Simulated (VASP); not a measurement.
# Ge (I4_1/amd) in VASP: a series of runs

Aim: see how the results for Ge move with the level of theory and the settings. Levels: PBEsol, RPBE+D4, PBE+D4. Tasks: single point.

Everything below comes from runs of VASP 6.6.1. Logs are shortened: lines on timing, memory, paths and dates and some standing lists are left out, and cuts for length are marked.

**1. The cell of the first run**

The structure is tetragonal, space group I4_1/amd (No. 141). The conventional cell has a = 5.149 Å, b = 5.149 Å, c = 2.795 Å, α = 90.00°, β = 90.00°, γ = 90.00°. Within 3.5 Å of Ge (site symmetry -4m2) lie 10 Ge at 2.67 to 3.32 Å.

**2. Single point, PBEsol**

INCAR reads:

```
ALGO = Normal ; EDIFF = 1E-7
ENCUT = 520 ; GGA = PS
ISIF = 2 ; ISMEAR = -1
LASPH = T ; LCHARG = F
LREAL = F ; LWAVE = F
NBANDS = 21 ; NELM = 60
PREC = Accurate ; SIGMA = 0.05
```

KPOINTS reads:

```
k-points
0
Gamma
  10 10 10
```

POSCAR reads:

```
Ge
1.0
   -2.5744897190      2.5744897190      1.3974126432
    2.5744897190     -2.5744897190      1.3974126432
    2.5744897190      2.5744897190     -1.3974126432
Ge
2
Direct
    0.5000000000      0.5000000000      0.0000000000
    0.2500000000      0.7500000000      0.5000000000
```

Potentials or basis: VASP PAW PBE potentials, release 64 (Ge_d).

Started as:

```bash
$ cat potpaw_PBE.64/Ge_d/POTCAR > POTCAR
$ mpirun -np 1 vasp_std > vasp.out
```

OUTCAR:

```text
EDIFF = 1E-7
   ENCUT = 520
   GGA = PS
   ISIF = 2
   ISMEAR = -1
   LASPH = T
   LREAL = F
   NELM = 60
   PREC = Accurate

 ion  position               nearest neighbor table
   1  0.500  0.500  0.000-   2 2.67   2 2.67   2 2.67   2 2.67
   2  0.250  0.750  0.500-   1 2.67   1 2.67   1 2.67   1 2.67

  LATTYP: Found a body centered tetragonal cell.
 ALAT       =     5.1489794380
 C/A-ratio  =     0.5427920853

  Lattice vectors:

 A1 = (  -2.5744897190,   2.5744897190,   1.3974126432)
 A2 = (   2.5744897190,  -2.5744897190,   1.3974126432)
 A3 = (   2.5744897190,   2.5744897190,  -1.3974126432)

Analysis of symmetry for initial positions (statically):
=====================================================================
 Subroutine PRICEL returns:
 Original cell was already a primitive cell.

 Routine SETGRP: Setting up the symmetry group for a
 body centered tetragonal supercell.

 Subroutine GETGRP returns: Found 16 space group operations
 (whereof  8 operations were pure point group operations)
 out of a pool of 16 trial point group operations.

The static configuration has the point symmetry D_2d.
 The point group associated with its full space group is D_4h.

Analysis of symmetry for dynamics (positions and initial velocities):
=====================================================================
 Subroutine PRICEL returns:
 Original cell was already a primitive cell.

 Routine SETGRP: Setting up the symmetry group for a
 body centered tetragonal supercell.

 Subroutine GETGRP returns: Found 16 space group operations
 (whereof  8 operations were pure point group operations)
 out of a pool of 16 trial point group operations.

The dynamic configuration has the point symmetry D_2d.
 The point group associated with its full space group is D_4h.

 Subroutine INISYM returns: Found 16 space group operations
 (whereof  8 operations are pure point group operations),
 and found     1 'primitive' translations

----------------------------------------------------------------------------------------

                                     Primitive cell

  volume of cell :      37.0482

  direct lattice vectors                    reciprocal lattice vectors
    -2.574489719  2.574489719  1.397412643     0.000000000  0.194213244  0.357804119
     2.574489719 -2.574489719  1.397412643     0.194213244  0.000000000  0.357804119
     2.574489719  2.574489719 -1.397412643     0.194213244  0.194213244  0.000000000

  length of vectors
     3.899840602  3.899840602  3.899840602     0.407114937  0.407114937  0.274659004

  position of ions in fractional coordinates (direct lattice)
     0.500000000  0.500000000  0.000000000
     0.250000000  0.750000000  0.500000000

  ion indices of the primitive-cell ions
   primitive index   ion index
                 1           1
                 2           2

----------------------------------------------------------------------------------------

 KPOINTS: k-points

Automatic generation of k-mesh.
 Grid dimensions read from file:
 generate k-points for:   10   10   10

 Generating k-lattice:

  Cartesian coordinates                     Fractional coordinates (reciprocal lattice)
     0.000000000  0.019421324  0.035780412     0.100000000  0.000000000  0.000000000
     0.019421324  0.000000000  0.035780412     0.000000000  0.100000000  0.000000000
     0.019421324  0.019421324  0.000000000     0.000000000  0.000000000  0.100000000

  Length of vectors
     0.040711494  0.040711494  0.027465900

  Shift w.r.t. Gamma in fractional coordinates (k-lattice)
     0.000000000  0.000000000  0.000000000

 Subroutine IBZKPT returns following result:
 ===========================================

 Found    102 irreducible k-points:

 Following reciprocal coordinates:
            Coordinates               Weight
  0.000000  0.000000  0.000000      1.000000
  0.100000  0.000000  0.000000      8.000000
  0.200000  0.000000  0.000000      8.000000
  0.300000  0.000000 -0.000000      8.000000
  0.400000  0.000000 -0.000000      8.000000
  0.500000  0.000000 -0.000000      4.000000
[... 16 lines left out ...]
  0.300000  0.300000 -0.000000      8.000000
  0.400000  0.300000 -0.000000     16.000000
 [... further k-points ...]
   k-points           NKPTS =    102   k-points in BZ     NKDIM =    102   number of bands    NBANDS=     21
   number of dos      NEDOS =    301   number of ions     NIONS =      2
   total plane-waves  NPLWV =  27000
   dimension x,y,z NGX =    30 NGY =   30 NGZ =   30
   dimension x,y,z NGXF=    60 NGYF=   60 NGZF=   60
   ions per type =               2
   NGX,Y,Z   is equivalent  to a cutoff of  12.79, 12.79, 12.79 a.u.
   NGXF,Y,Z  is equivalent  to a cutoff of  25.58, 25.58, 25.58 a.u.
 SYSTEM =  unknown system
   PREC   = accura    normal or accurate (medium, high low for compatibility)
   ISTART =      0    job   : 0-new  1-cont  2-samecut
   ICHARG =      2    charge: 1-file 2-atom 10-const
   ISPIN  =      1    spin polarized calculation?
   LNONCOLLINEAR =      F non collinear calculations
   LSORBIT =      F    spin-orbit coupling
   LASPH  =      T    aspherical Exc in radial PAW
   ENCUT  =  520.0 eV  38.22 Ry    6.18 a.u.   7.25  7.25  7.25*2*pi/ulx,y,z
   NELM   =     60;   NELMIN=  2; NELMDL= -5     # of ELM steps
   EDIFF  = 0.1E-06   stopping-criterion for ELM
   LREAL  =      F    real-space projection
   EDIFFG = 0.1E-05   stopping-criterion for IOM
   NSW    =      0    number of steps for IOM
   IBRION =     -1    ionic relax: 0-MD 1-quasi-New 2-CG
   NFREE  =      0    steps in history (QN), initial steepest desc. (CG)
   ISIF   =      2    stress and relaxation
   ISYM   =      2    0-nonsym 1-usesym 2-fastsym
   POTIM  = 0.5000    time-step for ionic-motion
   TEBEG  =    0.0;   TEEND  =   0.0 temperature during run
   PSTRESS=    0.0 pullay stress
   NELECT =      28.0000    total number of electrons
   NUPDOWN=      -1.0000    fix difference up-down
   EMIN   =  10.00;   EMAX   =-10.00  energy-range for DOS
   EFERMI =   0.00;   METHOD = LEGACY
   ISMEAR =    -1;   SIGMA  =   0.05  broadening in eV -4-tet -1-fermi 0-gaus
   EFERMI_NEDOS =   21; number of points for ismear=-14 and -15
   IALGO  =     38    algorithm
   IMIX   =      4    mixing-type and parameters
     AMIX     =   0.40;   BMIX     =  1.00
     AMIX_MAG =   1.60;   BMIX_MAG =  1.00
  volume/ion in A,a.u.               =      18.52       125.01
  Fermi-wavevector in a.u.,A,eV,Ry     =   1.491209  2.817976 30.255333  2.223704
  Thomas-Fermi vector in A             =   2.603893
   LORBIT       =      0    0 simple, 1 ext, 2 COOP (PROOUT), +10 PAW based schemes
   GGA     = PS    functional components
   LHFCALC =     F    Hartree Fock is set to
   AEXX    =    0.0000 exact exchange contribution
   IVDW    =     0    specifies the selected vdW correction
   LEPSILON=     F    determine dielectric tensor
   LRPA    =     F    only Hartree local field effects (RPA)
 non-spin polarized calculation
  energy-cutoff  :      520.00
  volume of cell :       37.05
 maximum number of plane-waves:      1021
 NGX is ok and might be reduce to    30
   NGX = 15   NGY = 15   NGZ = 15

 number of electron      28.0000028 magnetization

 Free energy of the ion-electron system (eV)
  ---------------------------------------------------
  ext. energy  EPLUGINS =         0.00000000
  ---------------------------------------------------
  free energy    TOTEN  =        -9.53710260 eV

  energy without entropy =       -9.53071741  energy(sigma->0) =       -9.53391001

 E-fermi :   6.6914     XC(G=0): -11.4690

 val. band max:        6.6668946901   @ k =  -0.1000   0.5000   0.1000
 cond. band min:       6.6917883041   @ k =  -0.2000   0.3000   0.2000
 fundamental gap:      0.0248936140
 Fermi energy:         6.6914261879

 k-point     1 :       0.0000    0.0000    0.0000
  band No.  band energies     occupation
      1     -18.0130      2.00000
      2     -17.9680      2.00000
      3     -17.9373      2.00000
      4     -17.9357      2.00000
      5     -17.8294      2.00000
      6     -17.8294      2.00000
[... 13 lines left out ...]
     20      18.2220      0.00000
     21      19.1984      0.00000

 k-point     2 :       0.1000    0.0000    0.0000
  band No.  band energies     occupation
      1     -18.0091      2.00000
      2     -17.9548      2.00000
      3     -17.9322      2.00000
      4     -17.9197      2.00000
      5     -17.8395      2.00000
      6     -17.8376      2.00000
[... 13 lines left out ...]
     20      17.9846      0.00000
     21      18.5205      0.00000

 k-point     3 :       0.2000    0.0000    0.0000
  band No.  band energies     occupation
      1     -17.9974      2.00000
      2     -17.9239      2.00000
      3     -17.9189      2.00000
      4     -17.8887      2.00000
      5     -17.8595      2.00000
      6     -17.8413      2.00000
[... 13 lines left out ...]
     20      16.1874      0.00000
     21      17.2673      0.00000

 k-point     4 :       0.3000    0.0000   -0.0000
  band No.  band energies     occupation
      1     -17.9829      2.00000
      2     -17.9068      2.00000
      3     -17.9031      2.00000
      4     -17.8873      2.00000
      5     -17.8755      2.00000
      6     -17.8468      2.00000
[... 13 lines left out ...]
     20      14.9510      0.00000
     21      17.8585      0.00000

 k-point     5 :       0.4000    0.0000   -0.0000
  band No.  band energies     occupation
      1     -17.9720      2.00000
      2     -17.9129      2.00000
      3     -17.9117      2.00000
      4     -17.8929      2.00000
      5     -17.8691      2.00000
      6     -17.8586      2.00000
[... 13 lines left out ...]
     20      16.4937      0.00000
     21      19.1521      0.00000

 k-point     6 :       0.5000    0.0000   -0.0000
  band No.  band energies     occupation
      1     -17.9666      2.00000
      2     -17.9247      2.00000
      3     -17.9182      2.00000
      4     -17.8889      2.00000
      5     -17.8633      2.00000
      6     -17.8622      2.00000
[... 13 lines left out ...]
     20      18.2417      0.00000
     21      19.0973      0.00000

 k-point     7 :       0.1000    0.1000    0.0000
  band No.  band energies     occupation
      1     -18.0016      2.00000
      2     -17.9226      2.00000
      3     -17.9218      2.00000
      4     -17.8819      2.00000
      5     -17.8572      2.00000
      6     -17.8523      2.00000
[... 13 lines left out ...]
     20      16.1987      0.00000
     21      16.6718      0.00000
[... 291 lines left out ...]
      1     -17.9673      2.00000
      2     -17.9322      2.00000
      3     -17.9166      2.00000
      4     -17.8896      2.00000
      5     -17.8643      2.00000
      6     -17.8378      2.00000
[... 13 lines left out ...]
     20      17.3024      0.00000
     21      18.5972      0.00000

 k-point    21 :      -0.3000    0.2000    0.0000
  band No.  band energies     occupation
      1     -17.9803      2.00000
      2     -17.9596      2.00000
      3     -17.9376      2.00000
      4     -17.9059      2.00000
      5     -17.8492      2.00000
      6     -17.8251      2.00000
[... 13 lines left out ...]
     20      19.0488      0.00000
     21      19.7821      0.00000

 k-point    22 :      -0.2000    0.2000    0.0000
  band No.  band energies     occupation
      1     -17.9920      2.00000
      2     -17.9713      2.00000
      3     -17.9468      2.00000
      4     -17.9185      2.00000
      5     -17.8394      2.00000
      6     -17.8200      2.00000
[... 13 lines left out ...]
     20      18.8040      0.00000
     21      19.1653      0.00000

 k-point    23 :       0.3000    0.3000   -0.0000
  band No.  band energies     occupation
      1     -17.9670      2.00000
      2     -17.9269      2.00000
      3     -17.9008      2.00000
      4     -17.8871      2.00000
      5     -17.8652      2.00000
      6     -17.8271      2.00000
[... 13 lines left out ...]
     20      16.4412      0.00000
     21      18.9779      0.00000

 k-point    24 :       0.4000    0.3000   -0.0000
  band No.  band energies     occupation
      1     -17.9529      2.00000
      2     -17.9238      2.00000
      3     -17.9084      2.00000
      4     -17.8880      2.00000
      5     -17.8584      2.00000
      6     -17.8248      2.00000
[... 13 lines left out ...]
     20      18.0025      0.00000
     21      19.0537      0.00000

 [... further k-points ...]
[... 5 lines left out ...]
  --------------------------------------------------------------------------------------
  -------------------------------------------------------------------------------------
  Total       -0.1913668     -0.1913668     -0.1104551      0.0000000      0.0000000      0.0000000
  in kB       -8.2758026     -8.2758026     -4.7767146      0.0000000      0.0000000      0.0000000
  external PRESSURE =      -7.1094399 kB  Pullay stress =       0.0000000 kB

 VOLUME and BASIS-vectors are now :
 -----------------------------------------------------------------------------
  energy-cutoff  :      520.00
  volume of cell :       37.05
      direct lattice vectors                 reciprocal lattice vectors
    -2.574489719  2.574489719  1.397412643     0.000000000  0.194213244  0.357804119
     2.574489719 -2.574489719  1.397412643     0.194213244  0.000000000  0.357804119
     2.574489719  2.574489719 -1.397412643     0.194213244  0.194213244  0.000000000

 POSITION                                       TOTAL-FORCE (eV/Angst)
 -----------------------------------------------------------------------------------
      0.00000      0.00000      1.39741        -0.000000      0.000000     -0.000000
      2.57449      0.00000      0.69871         0.000000     -0.000000      0.000000
 -----------------------------------------------------------------------------------
    total drift:                                0.000000     -0.000000      0.000000

  FREE ENERGIE OF THE ION-ELECTRON SYSTEM (eV)
  ---------------------------------------------------
  free  energy   TOTEN  =        -9.5371025973 eV

  energy  without entropy=       -9.5307174138  energy(sigma->0) =       -9.53391001
```

Run time: 1.9 min. Hardware: 1 thread of Intel Xeon Platinum 8259CL at 2.50GHz (Skylake/Cascade Lake), shared host; peak memory 0.2 GiB.

Results:

| Item | Value |
| --- | --- |
| Free energy | -9.5371 eV |
| Pressure | -0.7 GPa |
| Band gap on the k mesh | zero (band 14 reaches 8.36 eV, above the bottom of band 15 at 3.65 eV) |

Caveat: the PAW data sets were made with another functional, which shifts forces and pressure a little.

(Continued in part 2 of 2.)
